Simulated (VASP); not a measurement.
Ru, 3 atoms in the cell. Symmetry: P6/mmm, No. 191, hexagonal system. The conventional cell has a = 3.777 Å, b = 3.777 Å, c = 2.326 Å, α = 90.00°, β = 90.00°, γ = 120.00°. Ru (site symmetry 6/mmm) has 14 Ru at 2.33 to 2.47 Å within 3.1 Å. Within 2.9 Å of Ru (site symmetry -6m2) lie 11 Ru at 2.18 to 2.47 Å. 

```yaml
Program: VASP 6.6.1
Task: single point
Functional: LDA
Potentials_or_basis: VASP PAW LDA potentials, release 64 (Ru_pv)
Cutoff: 520 eV
k_mesh: 10 × 10 × 13
Occupations: fermi-dirac, width 0.1 eV
Spin: no spin polarisation
Dipole_correction: no
Further_INCAR_settings: ALGO = Normal; EDIFF = 1e-06; NBANDS = 28
```

Potentials or basis: VASP PAW LDA potentials, release 64 (Ru_pv).

The run is started by

```sh
$ cat potpaw_LDA.64/Ru_pv/POTCAR > POTCAR
$ mpirun -np 1 vasp_std > vasp.out
```

Hardware: 1 thread of Intel(R) Xeon(R) 6975P-C (Granite Rapids), on a shared host.

Question: Estimate the wall time of this run.

Answer: Wall time 23 s on 1 thread of Intel(R) Xeon(R) 6975P-C (Granite Rapids), on a shared host, peak memory 0.17 GiB. Counts: scf iterations 12, k points 98.
